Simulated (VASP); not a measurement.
Set up this calculation in VASP 6.6.1, as the native input.

```
Task                   : single point
Functional             : PBE
Potentials or basis    : VASP PAW PBE potentials, release 64 (Fe)
Cutoff                 : 520 eV
k mesh                 : 12 × 12 × 12
Occupations            : gaussian, width 0.15 eV
Spin                   : collinear spin, ferromagnetic start
Starting moments       : [2.44] μB
Dipole correction      : no
Further INCAR settings : ALGO = Fast; EDIFF = 1e-06; NBANDS = 14
```

The structure of Fe lies in POSCAR:

```
Fe
1.0
   -1.4405248216      1.4405248216      1.4405248216
    1.4405248216     -1.4405248216      1.4405248216
    1.4405248216      1.4405248216     -1.4405248216
Fe
1
Direct
    0.0000000000      0.0000000000      0.0000000000
```

This cell differs from its parent crystal: volume 11.957 Å^3 an atom, c/a of the conventional cell 1.0000.

One way to write it, as run:

INCAR

```
  PREC = Accurate
  ENCUT = 520
  EDIFF = 1E-6
  ISMEAR = 0
  SIGMA = 0.15
  LREAL = F
  LASPH = T
  NELM = 150
  ALGO = Fast
  ISIF = 2
  LWAVE = F
  LCHARG = T
  ISPIN = 2
  MAGMOM = 2.44
  LORBIT = 11
  LMAXMIX = 4
  GGA = PE
  LELF = T
  LVHAR = T
  NBANDS = 14
```

KPOINTS

```
Automatic mesh
0
Gamma
  12 12 12
```

Potentials or basis: VASP PAW PBE potentials, release 64 (Fe).

Run with:

```bash
$ cat potpaw_PBE.64/Fe/POTCAR > POTCAR
$ mpirun -np 1 vasp_std > vasp.out
```

Results of the run:

```yaml
Pressure: -8.2 GPa
Net_moment: 2.31 μB per cell
Site_moments: Fe +2.31 μB
Valence_electrons_inside_the_program's_atomic_spheres: Fe 7.17
```

Wall time 56 s on 1 thread of Intel(R) Xeon(R) Platinum 8259CL CPU @ 2.50GHz (Skylake/Cascade Lake), on a shared host, peak memory 0.13 GiB.
